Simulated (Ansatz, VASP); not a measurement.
Pt in VASP and in Ansatz

INCAR

```
SYSTEM = Pt
PREC = Accurate ; ENCUT = 520
EDIFF = 1E-6 ; ISMEAR = 0
SIGMA = 0.15 ; LREAL = .FALSE.
LASPH = .TRUE. ; NELM = 100
ALGO = Fast ; ISIF = 2
LWAVE = .FALSE. ; LCHARG = .FALSE.
GGA = PS ; NBANDS = 11
```

Contents of KPOINTS:

```
regular mesh
0
G
  22 22 22
  0 0 0
```

The input POSCAR:

```
Pt
1.0
   -0.7236443381      1.7034706648      1.7034706648
    1.7034706648     -0.7236443381      1.7034706648
    1.7034706648      1.7034706648     -0.7236443381
Pt
1
Direct
    0.0000000000      0.0000000000      0.0000000000
```

Input for Ansatz:

```yaml
crystal:
  lattice:
    - [-0.7236443381, 1.7034706648, 1.7034706648]
    - [1.7034706648, -0.7236443381, 1.7034706648]
    - [1.7034706648, 1.7034706648, -0.7236443381]
  atoms:
    - { symbol: Pt, position: [0.0, 0.0, 0.0] }
basis:
  ecutwfc: 420
kpoints:
  mp_grid: { grid: [22, 22, 22] }
hamiltonian:
  xc: pbesol
  pseudopotentials: { kind: paw, azcp: { folder: soft_1 } }
scf:
  occupations: { method: gaussian, width: 0.15 }
output:
  forces: true
  stress: true
  eigenvalues: true
```

Alike in both runs: task single point; functional PBEsol; k mesh 22 × 22 × 22; occupations gaussian, width 0.15 eV; no spin polarisation.

```csv
,VASP,Ansatz
version,VASP 6.6.1,Ansatz 0.2.0
potentials or method,"VASP PAW PBE potentials, release 64 (Pt), cutoff 520 eV","scalar-relativistic, plane waves, PAW"
valence electrons in the cell,10,18
```

```tsv
	VASP	Ansatz	Ansatz less VASP
gap on the k mesh at the Fermi level (eV)	none	none	-
pressure (GPa)	23.8	24.1	+0.35
traceless stress, the component that is largest in VASP (GPa)	0.06	0.09	+0.036
```

VASP's potentials were made for PBE, not for PBEsol, and Ansatz warns of the same on its side. A gap of «none» marks a metal or a gap that the smearing closes. VASP's potentials hold 10 valence electrons a cell and Ansatz's 18, so a difference there can come from the potentials and not from the codes.

Neither program's run includes spin-orbit coupling.
